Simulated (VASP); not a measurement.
Crystal: SiC.

```xyz
4
Lattice="3.0754 0.0000 0.0000 -1.5377 2.6633 0.0000 0.0000 0.0000 4.9471" Properties=species:S:1:pos:R:3 pbc="T T T"
Si    0.0000    1.7756   -0.0075
Si    1.5377    0.8878    2.4661
C     0.0000    1.7756    1.8626
C     1.5377    0.8878    4.3362
```

This cell differs from its parent crystal: uniaxial z strain -2.0%.

Base run:

```yaml
Program: VASP 6.6.1
Functional: r2SCAN
Potentials_or_basis: VASP PAW PBE potentials, release 64 (Si, C)
Cutoff: 520 eV
k_mesh: 12 × 12 × 6
Occupations: gaussian, width 0.01 eV
Spin: no spin polarisation
```

Its results: band gap on the k mesh 2.70 eV, indirect (least direct gap 4.36 eV); pressure 4.5 GPa.

Question: The run is repeated on the same cell with these changes: functional from r2SCAN to PBE; occupations from gaussian, width 0.01 eV to fermi-dirac, width 0.02 eV. What comes out?

Answer: Band gap on the k mesh 2.31 eV, indirect (least direct gap 3.85 eV); pressure 8.2 GPa.

Caveats: the PAW data sets were made with another functional, which shifts forces and pressure a little (some runs).

A k mesh can miss the band edges.
